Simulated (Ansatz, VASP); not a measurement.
BaRe in VASP and in Ansatz

File POSCAR:

```
BaRe
1.0
    3.6797109791      0.0000000000      0.0000000000
    0.0000000000      3.6797109791      0.0000000000
    0.0000000000      0.0000000000      3.6797109791
Ba Re
1 1
Direct
    0.0000000000      0.0000000000      0.0000000000
    0.5000000000      0.5000000000      0.5000000000
```

Contents of INCAR.step1:

```
PREC = Accurate
ENCUT = 520
ISMEAR = 0
SIGMA = 0.05
LREAL = False
LASPH = True
NELM = 100
NBANDS = 16
GGA = PE
ALGO = Normal
EDIFF = 1E-4
LWAVE = True
LCHARG = False
```

Contents of INCAR.step2:

```
PREC = Accurate
ENCUT = 520
EDIFF = 1E-7
ISMEAR = 0
SIGMA = 0.05
LREAL = False
LASPH = True
NELM = 100
ALGO = Normal
ISIF = 2
LWAVE = False
LCHARG = False
METAGGA = R2SCAN
LMIXTAU = True
NBANDS = 16
ISTART = 1
```

The input KPOINTS:

```
Automatic mesh
0
Gamma
  10 10 10
```

Input for Ansatz:

```yaml
crystal:
  lattice:
    - [3.6797109791, 0.0, 0.0]
    - [0.0, 3.6797109791, 0.0]
    - [0.0, 0.0, 3.6797109791]
  atoms:
    - { symbol: Ba, position: [0.0, 0.0, 0.0] }
    - { symbol: Re, position: [0.5, 0.5, 0.5] }
basis:
  ecutwfc: 500
  ecutrho_ratio: 4
kpoints:
  mp_grid: { grid: [10, 10, 10] }
hamiltonian:
  xc: r2scan
scf:
  occupations: { method: gaussian, width: 0.05 }
output:
  forces: true
  stress: true
  eigenvalues: true
```

Alike in both runs: task single point; functional r2SCAN; k mesh 10 × 10 × 10; occupations gaussian, width 0.05 eV; no spin polarisation.

|  | VASP | Ansatz |
| --- | --- | --- |
| version | VASP 6.6.1 | Ansatz 0.2.0 |
| potentials or method | VASP PAW PBE potentials, release 64 (Ba_sv, Re), cutoff 520 eV | scalar-relativistic, plane waves, PAW |
| valence electrons in the cell | 17 | 25 |

Ansatz gave:

```
gap on the k mesh at the Fermi level (eV) : none
pressure (GPa)                            : 0.9
```

Task: Estimate VASP's values.

Result: gap on the k mesh at the Fermi level (eV): none; pressure (GPa): 3.1.

VASP's potentials were made for PBE, not for r2SCAN. A gap of «none» marks a metal or a gap that the smearing closes. VASP's potentials hold 17 valence electrons a cell and Ansatz's 25, so a difference there can come from the potentials and not from the codes.

Spin-orbit coupling is off throughout.
